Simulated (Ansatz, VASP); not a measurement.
## Na4H in VASP and in Ansatz

Contents of INCAR:

```
SYSTEM = Na4H
PREC = Accurate
ENCUT = 520
EDIFF = 1E-6
ISMEAR = 0
SIGMA = 0.1
LREAL = .FALSE.
LASPH = .TRUE.
NELM = 60
ALGO = Normal
ISIF = 2
LWAVE = .FALSE.
LCHARG = .FALSE.
LDIPOL = .TRUE.
IDIPOL = 3
DIPOL = 0.5 0.5 0.292
GGA = PE
NBANDS = 40
```

KPOINTS

```
regular mesh
0
G
  4 4 1
  0 0 0
```

POSCAR

```
Na4H
1.0
    7.2665057608      0.0000000000      0.0000000000
   -2.4221685869      6.8509273320      0.0000000000
    0.0000000000      0.0000000000     20.9665385532
Na H
8 2
Direct
    0.2500000000      0.2500000000      0.1907801800
    0.2500000000      0.7500000000      0.1907801800
    0.7500000000      0.2500000000      0.1907801800
    0.7500000000      0.7500000000      0.1907801800
    0.0000000000      0.0000000000      0.3322693699
    0.0000000000      0.5000000000      0.3322693699
    0.5000000000      0.0000000000      0.3322693699
    0.5000000000      0.5000000000      0.3322693699
   -0.0632353452      0.7500000000      0.4147817977
    0.0632353452      0.7500000000      0.4147817977
```

Input for Ansatz:

```yaml
crystal:
  lattice:
    - [7.2665057608, 0.0, 0.0]
    - [-2.4221685869, 6.850927332, 0.0]
    - [0.0, 0.0, 20.9665385532]
  atoms:
    - { symbol: Na, position: [0.25, 0.25, 0.19078018] }
    - { symbol: Na, position: [0.25, 0.75, 0.19078018] }
    - { symbol: Na, position: [0.75, 0.25, 0.19078018] }
    - { symbol: Na, position: [0.75, 0.75, 0.19078018] }
    - { symbol: Na, position: [0.0, 0.0, 0.3322693699] }
    - { symbol: Na, position: [0.0, 0.5, 0.3322693699] }
    - { symbol: Na, position: [0.5, 0.0, 0.3322693699] }
    - { symbol: Na, position: [0.5, 0.5, 0.3322693699] }
    - { symbol: H, position: [-0.0632353452, 0.75, 0.4147817977] }
    - { symbol: H, position: [0.0632353452, 0.75, 0.4147817977] }
basis:
  ecutwfc: 420
kpoints:
  mp_grid: { grid: [4, 4, 1] }
hamiltonian:
  xc: pbe
scf:
  occupations: { method: gaussian, width: 0.1 }
output:
  forces: true
  eigenvalues: true
efield:
  axis: 3
  dipole_correction: true
  ramp_width: 0.04
```

Alike in both runs: task single point; functional PBE; k mesh 4 × 4 × 1; occupations gaussian, width 0.1 eV; no spin polarisation.

|  | VASP | Ansatz |
| --- | --- | --- |
| version | VASP 6.6.1 | Ansatz 0.2.0 |
| potentials or method | VASP PAW PBE potentials, release 64 (Na_pv, H), cutoff 520 eV | scalar-relativistic, plane waves, PAW |
| valence electrons in the cell | 58 | 74 |

|  | VASP | Ansatz | Ansatz less VASP |
| --- | --- | --- | --- |
| gap on the k mesh at the Fermi level (eV) | none | none | - |
| rms of the force components (eV/Å) | 0.690 | 0.690 | +0.0002 |

Atom by atom the forces differ by 0.000 eV/Å (rms over components). A gap of «none» marks a metal or a gap that the smearing closes. VASP's potentials hold 58 valence electrons a cell and Ansatz's 74, so a difference there can come from the potentials and not from the codes.
